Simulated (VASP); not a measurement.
# EuS (Fm-3m) in VASP: notebook

EuS is run at these levels: PBEsol+U; tasks: single point.

Program: VASP 6.6.1. These are calculated values, not measurements. Logs are shortened: lines on timing, memory, paths and dates and some standing lists are left out, and cuts for length are marked.

## Step 1: The cell of the first run

It takes space group Fm-3m (No. 225, cubic). The conventional cell has a = 5.957 Å, b = 5.957 Å, c = 5.957 Å, α = 90.00°, β = 90.00°, γ = 90.00°. Eu (site symmetry m-3m) has 6 S at 2.98 Å within 3.9 Å. Within 3.9 Å of S (site symmetry m-3m) lie 6 Eu at 2.98 Å.

## Step 2: Single point, PBEsol+U, collinear spin, ferromagnetic start

Input file INCAR:

```
ALGO = Normal
EDIFF = 1E-6
ENCUT = 600
GGA = PS
GGA_COMPAT = F
ISIF = 2
ISMEAR = 0
ISPIN = 2
LASPH = T
LCHARG = F
LDAU = T
LDAUJ = 0 0
LDAUL = 3 -1
LDAUPRINT = 1
LDAUTYPE = 2
LDAUU = 8 0
LMAXMIX = 6
LORBIT = 11
LREAL = F
LWAVE = F
MAGMOM = 7.56 7.56 -0.07 -0.07
NBANDS = 35
NELM = 200
PREC = Accurate
SIGMA = 0.05
```

Input file KPOINTS:

```
k-points
0
Gamma
  6 6 6
```

Input file POSCAR:

```
EuS
1.0
    0.0000000000      2.9785018700      2.9785018700
    5.9570037400      2.9785018700      2.9785018700
    5.9570037400      5.9570037400      0.0000000000
Eu S
2 2
Direct
    0.5000000000      0.5000000000      0.0000000000
    0.5000000000      0.5000000000      0.5000000000
    0.0000000000      0.0000000000      0.0000000000
    0.0000000000      0.0000000000      0.5000000000
```

Potentials or basis: VASP PAW PBE potentials, release 64 (Eu, S).

Started as:

```
> cat potpaw_PBE.64/Eu/POTCAR potpaw_PBE.64/S/POTCAR > POTCAR
> mpirun -np 1 vasp_std > vasp.out
```

OUTCAR:

```text
EDIFF = 1E-6
   ENCUT = 600
   GGA = PS
   ISIF = 2
   ISMEAR = 0
   ISPIN = 2
   LASPH = T
   LORBIT = 11
   LREAL = F
   NELM = 200
   PREC = Accurate

 ion  position               nearest neighbor table
   1  0.500  0.500  0.000-   4 2.98   3 2.98   4 2.98   3 2.98   4 2.98   4 2.98
   2  0.500  0.500  0.500-   3 2.98   3 2.98   4 2.98   4 2.98   3 2.98   3 2.98
   3  0.000  0.000  0.000-   2 2.98   1 2.98   2 2.98   1 2.98   2 2.98   2 2.98
   4  0.000  0.000  0.500-   1 2.98   1 2.98   2 2.98   2 2.98   1 2.98   1 2.98

  LATTYP: Found a simple tetragonal cell.
 ALAT       =     4.2122377401
 C/A-ratio  =     1.4142135624

  Lattice vectors:

 A1 = (   0.0000000000,  -2.9785018700,   2.9785018700)
 A2 = (   0.0000000000,  -2.9785018700,  -2.9785018700)
 A3 = (   5.9570037400,   0.0000000000,   0.0000000000)

Analysis of symmetry for initial positions (statically):
=====================================================================
 Subroutine PRICEL returns following result:

  LATTYP: Found a face centered cubic cell.
 ALAT       =     5.9570037400
[... 12 lines left out ...]
 Subroutine GETGRP returns: Found 16 space group operations
 (whereof 16 operations were pure point group operations)
 out of a pool of 16 trial point group operations.

The static configuration has the point symmetry D_4h.

Analysis of symmetry for dynamics (positions and initial velocities):
=====================================================================
 Subroutine PRICEL returns following result:

  LATTYP: Found a face centered cubic cell.
 ALAT       =     5.9570037400
[... 12 lines left out ...]
 Subroutine GETGRP returns: Found 16 space group operations
 (whereof 16 operations were pure point group operations)
 out of a pool of 16 trial point group operations.

The dynamic configuration has the point symmetry D_4h.

Analysis of structural, dynamic, and magnetic symmetry:
=====================================================================
 Subroutine PRICEL returns following result:

  LATTYP: Found a face centered cubic cell.
 ALAT       =     5.9570037400
[... 12 lines left out ...]
 Subroutine GETGRP returns: Found 16 space group operations
 (whereof 16 operations were pure point group operations)
 out of a pool of 16 trial point group operations.

The overall configuration has the point symmetry D_4h.

 Subroutine INISYM returns: Found 16 space group operations
 (whereof 16 operations are pure point group operations),
 and found     2 'primitive' translations

----------------------------------------------------------------------------------------

                                     Primitive cell

  volume of cell :      52.8474

  direct lattice vectors                    reciprocal lattice vectors
    -2.978501870  2.978501870 -0.000000000    -0.167869628  0.167869628 -0.167869628
    -2.978501870  0.000000000  2.978501870    -0.167869628 -0.167869628  0.167869628
     0.000000000  2.978501870  2.978501870     0.167869628  0.167869628  0.167869628

  length of vectors
     4.212237740  4.212237740  4.212237740     0.290758724  0.290758724  0.290758724
[... 156 lines left out ...]
  o =  0.0023  v =  0.0000  0.0000  0.0000  0.0000  0.0000  0.0000  0.0000 -0.0002 -0.0000 -0.0001  1.0000  0.0000  0.0002 -0.0000      0.0000  0.0000  0.0000  0.0000  0.0000  0.0000  0.0000  0.0000  0.0000  0.0000  0.0000  0.0000  0.0000  0.0000
  o =  0.9774  v =  0.0000 -0.0000  0.0000 -0.0000 -0.6124  0.0000  0.7906  0.0000  0.0000  0.0000  0.0000  0.0000  0.0000  0.0000      0.0000  0.0000  0.0000  0.0000  0.0000  0.0000  0.0000  0.0000  0.0000  0.0000  0.0000  0.0000  0.0000  0.0000
  o =  0.9774  v =  0.0000 -0.0000 -0.0000 -0.9994  0.0000  0.0359 -0.0000  0.0000  0.0000  0.0000  0.0000  0.0000  0.0000  0.0000      0.0000  0.0000  0.0000  0.0000  0.0000  0.0000  0.0000  0.0000  0.0000  0.0000  0.0000  0.0000  0.0000  0.0000
  o =  0.9774  v = -0.8120 -0.0000 -0.5836  0.0000 -0.0000 -0.0000 -0.0000  0.0000  0.0000  0.0000  0.0000  0.0000  0.0000  0.0000      0.0000  0.0000  0.0000  0.0000  0.0000  0.0000  0.0000  0.0000  0.0000  0.0000  0.0000  0.0000  0.0000  0.0000
  o =  0.9779  v =  0.0000 -1.0000  0.0000  0.0000 -0.0000  0.0000 -0.0000  0.0000  0.0000  0.0000  0.0000  0.0000  0.0000  0.0000      0.0000  0.0000  0.0000  0.0000  0.0000  0.0000  0.0000  0.0000  0.0000  0.0000  0.0000  0.0000  0.0000  0.0000
  o =  0.9783  v =  0.0000  0.0000  0.0000 -0.0000 -0.7906 -0.0000 -0.6124  0.0000  0.0000  0.0000  0.0000  0.0000  0.0000  0.0000      0.0000  0.0000  0.0000  0.0000  0.0000  0.0000  0.0000  0.0000  0.0000  0.0000  0.0000  0.0000  0.0000  0.0000
  o =  0.9783  v =  0.0000  0.0000 -0.0000  0.0359 -0.0000  0.9994 -0.0000  0.0000  0.0000  0.0000  0.0000  0.0000  0.0000  0.0000      0.0000  0.0000  0.0000  0.0000  0.0000  0.0000  0.0000  0.0000  0.0000  0.0000  0.0000  0.0000  0.0000  0.0000
  o =  0.9783  v =  0.5836 -0.0000 -0.8120  0.0000 -0.0000 -0.0000 -0.0000  0.0000  0.0000  0.0000  0.0000  0.0000  0.0000  0.0000      0.0000  0.0000  0.0000  0.0000  0.0000  0.0000  0.0000  0.0000  0.0000  0.0000  0.0000  0.0000  0.0000  0.0000

atom =   2  type =  1  l = 3

 onsite density matrix

spin component  1

  0.9777 -0.0000 -0.0004  0.0000 -0.0000 -0.0000 -0.0000
 -0.0000  0.9779 -0.0000 -0.0000 -0.0000  0.0000  0.0000
 -0.0004 -0.0000  0.9780 -0.0000  0.0000  0.0000  0.0000
  0.0000 -0.0000 -0.0000  0.9774 -0.0000  0.0000 -0.0000
 -0.0000 -0.0000  0.0000 -0.0000  0.9780 -0.0000  0.0005
 -0.0000  0.0000  0.0000  0.0000 -0.0000  0.9783 -0.0000
 -0.0000  0.0000  0.0000 -0.0000  0.0005 -0.0000  0.9777

spin component  2

  0.0017 -0.0000  0.0008  0.0000 -0.0000  0.0000  0.0000
 -0.0000  0.0000  0.0000  0.0000 -0.0000 -0.0000 -0.0000
  0.0008  0.0000  0.0013 -0.0000  0.0000 -0.0000 -0.0000
  0.0000  0.0000 -0.0000  0.0023  0.0000  0.0000 -0.0000
 -0.0000 -0.0000  0.0000  0.0000  0.0013  0.0000 -0.0008
  0.0000 -0.0000 -0.0000  0.0000  0.0000  0.0006  0.0000
  0.0000 -0.0000 -0.0000 -0.0000 -0.0008  0.0000  0.0017

 occupancies and eigenvectors

  o =  0.0000  v =  0.0000  0.0000  0.0000  0.0000  0.0000  0.0000  0.0000  0.0000  1.0000  0.0000 -0.0000  0.0000 -0.0000  0.0000      0.0000  0.0000  0.0000  0.0000  0.0000  0.0000  0.0000  0.0000  0.0000  0.0000  0.0000  0.0000  0.0000  0.0000
  o =  0.0006  v =  0.0000  0.0000  0.0000  0.0000  0.0000  0.0000  0.0000 -0.0000 -0.0000  0.0000 -0.0000  0.7906 -0.0000  0.6124      0.0000  0.0000  0.0000  0.0000  0.0000  0.0000  0.0000  0.0000  0.0000  0.0000  0.0000  0.0000  0.0000  0.0000
  o =  0.0006  v =  0.0000  0.0000  0.0000  0.0000  0.0000  0.0000  0.0000 -0.6126 -0.0000  0.7904 -0.0000 -0.0000  0.0011 -0.0000      0.0000  0.0000  0.0000  0.0000  0.0000  0.0000  0.0000  0.0000  0.0000  0.0000  0.0000  0.0000  0.0000  0.0000
  o =  0.0006  v =  0.0000  0.0000  0.0000  0.0000  0.0000  0.0000  0.0000  0.0007 -0.0000 -0.0009 -0.0002  0.0000  1.0000  0.0000      0.0000  0.0000  0.0000  0.0000  0.0000  0.0000  0.0000  0.0000  0.0000  0.0000  0.0000  0.0000  0.0000  0.0000
  o =  0.0023  v =  0.0000  0.0000  0.0000  0.0000  0.0000  0.0000  0.0000  0.0000  0.0000  0.0000 -0.0000  0.6124  0.0000 -0.7906      0.0000  0.0000  0.0000  0.0000  0.0000  0.0000  0.0000  0.0000  0.0000  0.0000  0.0000  0.0000  0.0000  0.0000
  o =  0.0023  v =  0.0000  0.0000  0.0000  0.0000  0.0000  0.0000  0.0000 -0.7904  0.0000 -0.6126  0.0006  0.0000  0.0000 -0.0000      0.0000  0.0000  0.0000  0.0000  0.0000  0.0000  0.0000  0.0000  0.0000  0.0000  0.0000  0.0000  0.0000  0.0000
  o =  0.0023  v =  0.0000  0.0000  0.0000  0.0000  0.0000  0.0000  0.0000  0.0005  0.0000  0.0004  1.0000  0.0000  0.0002 -0.0000      0.0000  0.0000  0.0000  0.0000  0.0000  0.0000  0.0000  0.0000  0.0000  0.0000  0.0000  0.0000  0.0000  0.0000
  o =  0.9774  v =  0.0000  0.0000 -0.0000 -0.0000  0.6124  0.0000 -0.7906  0.0000  0.0000  0.0000  0.0000  0.0000  0.0000  0.0000      0.0000  0.0000  0.0000  0.0000  0.0000  0.0000  0.0000  0.0000  0.0000  0.0000  0.0000  0.0000  0.0000  0.0000
  o =  0.9774  v = -0.8120 -0.0000 -0.5836  0.0000 -0.0000 -0.0000 -0.0000  0.0000  0.0000  0.0000  0.0000  0.0000  0.0000  0.0000      0.0000  0.0000  0.0000  0.0000  0.0000  0.0000  0.0000  0.0000  0.0000  0.0000  0.0000  0.0000  0.0000  0.0000
  o =  0.9774  v =  0.0000  0.0000 -0.0000 -0.9994 -0.0000  0.0359  0.0000  0.0000  0.0000  0.0000  0.0000  0.0000  0.0000  0.0000      0.0000  0.0000  0.0000  0.0000  0.0000  0.0000  0.0000  0.0000  0.0000  0.0000  0.0000  0.0000  0.0000  0.0000
  o =  0.9779  v =  0.0000  1.0000 -0.0000  0.0000 -0.0000 -0.0000  0.0000  0.0000  0.0000  0.0000  0.0000  0.0000  0.0000  0.0000      0.0000  0.0000  0.0000  0.0000  0.0000  0.0000  0.0000  0.0000  0.0000  0.0000  0.0000  0.0000  0.0000  0.0000
  o =  0.9783  v =  0.0000 -0.0000 -0.0000 -0.0000  0.7906 -0.0000  0.6124  0.0000  0.0000  0.0000  0.0000  0.0000  0.0000  0.0000      0.0000  0.0000  0.0000  0.0000  0.0000  0.0000  0.0000  0.0000  0.0000  0.0000  0.0000  0.0000  0.0000  0.0000
  o =  0.9783  v =  0.0000  0.0000 -0.0000  0.0359  0.0000  0.9994  0.0000  0.0000  0.0000  0.0000  0.0000  0.0000  0.0000  0.0000      0.0000  0.0000  0.0000  0.0000  0.0000  0.0000  0.0000  0.0000  0.0000  0.0000  0.0000  0.0000  0.0000  0.0000
  o =  0.9783  v =  0.5836 -0.0000 -0.8120  0.0000 -0.0000 -0.0000 -0.0000  0.0000  0.0000  0.0000  0.0000  0.0000  0.0000  0.0000      0.0000  0.0000  0.0000  0.0000  0.0000  0.0000  0.0000  0.0000  0.0000  0.0000  0.0000  0.0000  0.0000  0.0000

 number of electron      46.0000000 magnetization      14.0000236

 Free energy of the ion-electron system (eV)
  ---------------------------------------------------
  ext. energy  EPLUGINS =         0.00000000
  ---------------------------------------------------
  free energy    TOTEN  =       -39.01393883 eV

  energy without entropy =      -39.01393883  energy(sigma->0) =      -39.01393883

 E-fermi :   2.8991     XC(G=0):  -9.7497

 val. band max:        2.6662810265   @ k =   0.0000   0.0000   0.0000
 cond. band min:       3.4450457914   @ k =   0.5000   0.5000   0.0000
 fundamental gap:      0.7787647649
 Fermi energy:         2.8991169404

 spin component 1

 k-point     1 :       0.0000    0.0000    0.0000
  band No.  band energies     occupation
      1     -36.3638      1.00000
      2     -36.3446      1.00000
      3     -15.5376      1.00000
      4     -15.3789      1.00000
      5     -15.3789      1.00000
      6     -15.2745      1.00000
[... 1817 lines left out ...]
     34      13.6522      0.00000
     35      13.9568      0.00000

 [... further k-points ...]

------------------------ aborting loop because EDIFF is reached ----------------------------------------

  FORCE on cell =-STRESS in cart. coord.  units (eV):
  Direction    XX          YY          ZZ          XY          YZ          ZX
  --------------------------------------------------------------------------------------
  -------------------------------------------------------------------------------------
  Total       -0.7805542     -0.7731451     -0.7731451      0.0000000      0.0000000      0.0000000
  in kB      -11.8320500    -11.7197405    -11.7197405      0.0000000      0.0000000      0.0000000
  external PRESSURE =     -11.7571770 kB  Pullay stress =       0.0000000 kB

 VOLUME and BASIS-vectors are now :
 -----------------------------------------------------------------------------
  energy-cutoff  :      600.00
  volume of cell :      105.69
      direct lattice vectors                 reciprocal lattice vectors
     0.000000000  2.978501870  2.978501870    -0.167869628  0.167869628  0.167869628
     5.957003740  2.978501870  2.978501870     0.167869628 -0.167869628  0.167869628
     5.957003740  5.957003740  0.000000000     0.000000000  0.167869628 -0.167869628

 POSITION                                       TOTAL-FORCE (eV/Angst)
 -----------------------------------------------------------------------------------
      2.97850      2.97850      2.97850         0.000000     -0.000000      0.000000
      5.95700      5.95700      2.97850        -0.000000      0.000000     -0.000000
      0.00000      0.00000      0.00000        -0.000000      0.000000      0.000000
      2.97850      2.97850      0.00000        -0.000000      0.000000      0.000000
 -----------------------------------------------------------------------------------
    total drift:                                0.000000      0.000000      0.000000

  FREE ENERGIE OF THE ION-ELECTRON SYSTEM (eV)
  ---------------------------------------------------
  free  energy   TOTEN  =       -39.0139388267 eV

  energy  without entropy=      -39.0139388267  energy(sigma->0) =      -39.01393883

 total charge

# of ion       s       p       d       f       tot
--------------------------------------------------
    1        2.026   5.762   0.243   6.846  14.876
    2        2.026   5.762   0.243   6.846  14.876
    3        1.312   2.425   0.000   0.000   3.737
    4        1.312   2.425   0.000   0.000   3.737
--------------------------------------------------
tot          6.675  16.373   0.485  13.692  37.225

 magnetization (x)

# of ion       s       p       d       f       tot
--------------------------------------------------
    1       -0.013  -0.105   0.041   6.829   6.752
    2       -0.013  -0.105   0.041   6.829   6.752
    3       -0.006  -0.055   0.000   0.000  -0.062
    4       -0.006  -0.055   0.000   0.000  -0.062
--------------------------------------------------
tot         -0.038  -0.322   0.082  13.658  13.380
```

Run time: 16 min. Hardware: 1 thread of Intel Xeon Platinum 8259CL at 2.50GHz (Skylake/Cascade Lake), shared host; peak memory 0.65 GiB.

Results:

```yaml
Free_energy: -39.0139 eV
Pressure: -1.2 GPa
Band_gap_on_the_k_mesh: 0.78 eV
Net_moment: 14.00 μB per cell
Site_moments: Eu +6.75; S -0.06 μB
Valence_electrons_inside_the_program's_atomic_spheres: Eu 14.88; S 3.74
```

Eigenvalues of the final occupation matrices:
```
    site  spin  trace                         eigenvalues
site 1 f     1   6.85  0.98 0.98 0.98 0.98 0.98 0.98 0.98
site 1 f     2   0.01  0.00 0.00 0.00 0.00 0.00 0.00 0.00
site 2 f     1   6.85  0.98 0.98 0.98 0.98 0.98 0.98 0.98
site 2 f     2   0.01  0.00 0.00 0.00 0.00 0.00 0.00 0.00
```

Caveat: the PAW data sets were made with another functional, which shifts forces and pressure a little; spin-orbit coupling is left out, which moves the levels of the heavy elements.

## Step 3: Single point, PBEsol+U, collinear spin, antiferromagnetic start

Input file INCAR:

```
SYSTEM = EuS
ALGO = Normal
EDIFF = 1E-6
ENCUT = 600
GGA = PS
GGA_COMPAT = .False.
ISIF = 2
ISMEAR = 0
ISPIN = 2
LASPH = .True.
LCHARG = .False.
LDAU = .True.
LDAUJ = 0 0
LDAUL = 3 -1
LDAUPRINT = 1
LDAUTYPE = 2
LDAUU = 8 0
LMAXMIX = 6
LORBIT = 11
LREAL = .False.
LWAVE = .False.
MAGMOM = 7.55 -7.55 0.03 -0.03
NBANDS = 35
NELM = 200
PREC = Accurate
SIGMA = 0.05
```

Input file KPOINTS:

```
k-points
0
Gamma
  6 6 6
  0 0 0
```

POSCAR is that of step 2.

Potentials or basis: VASP PAW PBE potentials, release 64 (Eu, S).

Started as:

```
> cat potpaw_PBE.64/Eu/POTCAR potpaw_PBE.64/S/POTCAR > POTCAR
> mpirun -np 1 vasp_std > vasp.out
```

OUTCAR:

```text
SYSTEM = EuS
   EDIFF = 1E-6
   ENCUT = 600
   GGA = PS
   ISIF = 2
   ISMEAR = 0
   ISPIN = 2
   LASPH = .True.
   LORBIT = 11
   LREAL = .False.
   NELM = 200
   PREC = Accurate

 ion  position               nearest neighbor table
   1  0.500  0.500  0.000-   4 2.98   3 2.98   4 2.98   3 2.98   4 2.98   4 2.98
   2  0.500  0.500  0.500-   3 2.98   3 2.98   4 2.98   4 2.98   3 2.98   3 2.98
   3  0.000  0.000  0.000-   2 2.98   1 2.98   2 2.98   1 2.98   2 2.98   2 2.98
   4  0.000  0.000  0.500-   1 2.98   1 2.98   2 2.98   2 2.98   1 2.98   1 2.98

  LATTYP: Found a simple tetragonal cell.
 ALAT       =     4.2122377401
 C/A-ratio  =     1.4142135624

  Lattice vectors:

 A1 = (   0.0000000000,  -2.9785018700,   2.9785018700)
 A2 = (   0.0000000000,  -2.9785018700,  -2.9785018700)
 A3 = (   5.9570037400,   0.0000000000,   0.0000000000)

Analysis of symmetry for initial positions (statically):
[... 2149 lines left out ...]
  --------------------------------------------------------------------------------------
  -------------------------------------------------------------------------------------
  Total       -0.6489867     -0.6821754     -0.6821754      0.0000000      0.0000000     -0.0000000
  in kB       -9.8376811    -10.3407728    -10.3407728      0.0000000      0.0000000     -0.0000000
  external PRESSURE =     -10.1730756 kB  Pullay stress =       0.0000000 kB

 VOLUME and BASIS-vectors are now :
 -----------------------------------------------------------------------------
  energy-cutoff  :      600.00
  volume of cell :      105.69
      direct lattice vectors                 reciprocal lattice vectors
     0.000000000  2.978501870  2.978501870    -0.167869628  0.167869628  0.167869628
     5.957003740  2.978501870  2.978501870     0.167869628 -0.167869628  0.167869628
     5.957003740  5.957003740  0.000000000     0.000000000  0.167869628 -0.167869628

 POSITION                                       TOTAL-FORCE (eV/Angst)
 -----------------------------------------------------------------------------------
      2.97850      2.97850      2.97850        -0.000000     -0.000000     -0.000000
      5.95700      5.95700      2.97850         0.000000      0.000000      0.000000
      0.00000      0.00000      0.00000         0.000000     -0.000000      0.000000
      2.97850      2.97850      0.00000         0.000000     -0.000000      0.000000
 -----------------------------------------------------------------------------------
    total drift:                                0.000000      0.000000      0.000000

  FREE ENERGIE OF THE ION-ELECTRON SYSTEM (eV)
  ---------------------------------------------------
  free  energy   TOTEN  =       -39.0040422366 eV

  energy  without entropy=      -39.0040422366  energy(sigma->0) =      -39.00404224

 total charge

# of ion       s       p       d       f       tot
--------------------------------------------------
    1        2.026   5.762   0.241   6.848  14.877
    2        2.026   5.762   0.241   6.848  14.877
    3        1.312   2.425   0.000   0.000   3.737
    4        1.312   2.425   0.000   0.000   3.737
--------------------------------------------------
tot          6.676  16.375   0.482  13.697  37.229

 magnetization (x)

# of ion       s       p       d       f       tot
--------------------------------------------------
    1       -0.013  -0.106   0.035   6.832   6.748
    2        0.013   0.106  -0.035  -6.832  -6.748
    3        0.002   0.019   0.000   0.000   0.021
    4       -0.002  -0.019   0.000   0.000  -0.021
--------------------------------------------------
tot          0.000   0.000  -0.000   0.000  -0.000
```

OSZICAR:

```text
N       E                     dE             d eps       ncg     rms          rms(c)
DAV:   1     0.432113980345E+03    0.43211E+03   -0.17279E+04  7585   0.577E+03
DAV:   2     0.984466051925E+02   -0.33367E+03   -0.28329E+03  7750   0.552E+02
DAV:   3    -0.101521028461E+02   -0.10860E+03   -0.10498E+03  8697   0.258E+02
[... 11 lines left out ...]
DAV:  15    -0.390039734754E+02   -0.78777E-04   -0.66989E-04  9938   0.187E-01    0.331E-01
DAV:  16    -0.390040291854E+02   -0.55710E-04   -0.22426E-04  9925   0.139E-01    0.283E-01
DAV:  17    -0.390040385837E+02   -0.93984E-05   -0.78503E-05  9669   0.690E-02    0.237E-01
DAV:  18    -0.390040413946E+02   -0.28108E-05   -0.23286E-05  8789   0.319E-02    0.160E-01
DAV:  19    -0.390040422366E+02   -0.84200E-06   -0.62761E-06  6781   0.291E-02
   1 F= -.39004042E+02 E0= -.39004042E+02  d E =-.750746E-25  mag=    -0.0000
```

Wall time 28 min (1 thread of Intel Xeon 8259CL, shared host); peak memory 0.69 GiB.

What came out:

```yaml
Free_energy: -39.0040 eV
Pressure: -1.0 GPa
Band_gap_on_the_k_mesh: 1.19 eV
Net_moment: 0.00 μB per cell
Site_moments: Eu +6.75, -6.75; S +0.02, -0.02 μB
Valence_electrons_inside_the_program's_atomic_spheres: Eu 14.88; S 3.74
```

Eigenvalues of the final occupation matrices:
| site | spin | trace | eigenvalues |
| --- | --- | --- | --- |
| site 1 f | 1 | 6.85 | 0.98 0.98 0.98 0.98 0.98 0.98 0.98 |
| site 1 f | 2 | 0.01 | 0.00 0.00 0.00 0.00 0.00 0.00 0.00 |
| site 2 f | 1 | 0.01 | 0.00 0.00 0.00 0.00 0.00 0.00 0.00 |
| site 2 f | 2 | 6.85 | 0.98 0.98 0.98 0.98 0.98 0.98 0.98 |

Caveat: the PAW data sets were made with another functional, which shifts forces and pressure a little; spin-orbit coupling is left out, which moves the levels of the heavy elements.
